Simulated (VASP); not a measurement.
Write the native input for VASP 6.6.1 that does the following.

* Task: single point
* Functional: PBE
* Potentials or basis: VASP PAW PBE potentials, release 64 (K_sv, Cu, C)
* Cutoff: 520 eV
* k mesh: 10 × 10 × 10
* Occupations: gaussian, width 0.1 eV
* Spin: no spin polarisation
* Dipole correction: no
* Further INCAR settings: ALGO = Normal; EDIFF = 1e-06; NBANDS = 31

The structure of KCu3C lies in POSCAR:

```
KCu3C
1.0
    4.1584582582      0.0000000000      0.0000000000
    0.0000000000      4.1584582582      0.0000000000
    0.0000000000      0.0000000000      4.1584582582
K Cu C
1 3 1
Direct
    0.0000000000      0.0000000000      0.0000000000
    0.5000000000      0.0000000000      0.5000000000
    0.0000000000      0.5000000000      0.5000000000
    0.5000000000      0.5000000000      0.0000000000
    0.5000000000      0.5000000000      0.5000000000
```

The cell was generated, and may not be a known phase.

The input as run:

INCAR

```
PREC = Accurate
ENCUT = 520
EDIFF = 1E-6
ISMEAR = 0
SIGMA = 0.1
LREAL = False
LASPH = True
NELM = 100
ALGO = Normal
ISIF = 2
LWAVE = False
LCHARG = False
GGA = PE
NBANDS = 31
```

KPOINTS

```
regular mesh
0
Gamma
  10 10 10
```

Potentials or basis: VASP PAW PBE potentials, release 64 (K_sv, Cu, C).

Launch:

```bash
$ cat potpaw_PBE.64/K_sv/POTCAR potpaw_PBE.64/Cu/POTCAR potpaw_PBE.64/C/POTCAR > POTCAR
$ mpirun -np 1 vasp_std > vasp.out
```

It gave:

| Property | Result |
| --- | --- |
| Pressure | 0.3 GPa |
| Band gap on the k mesh | zero (bands 23 and 24 overlap by 0.17 eV) |

Run time: 45 s on 1 thread of Intel(R) Xeon(R) 6975P-C (Granite Rapids), with other jobs on the host, peak memory 0.25 GiB.
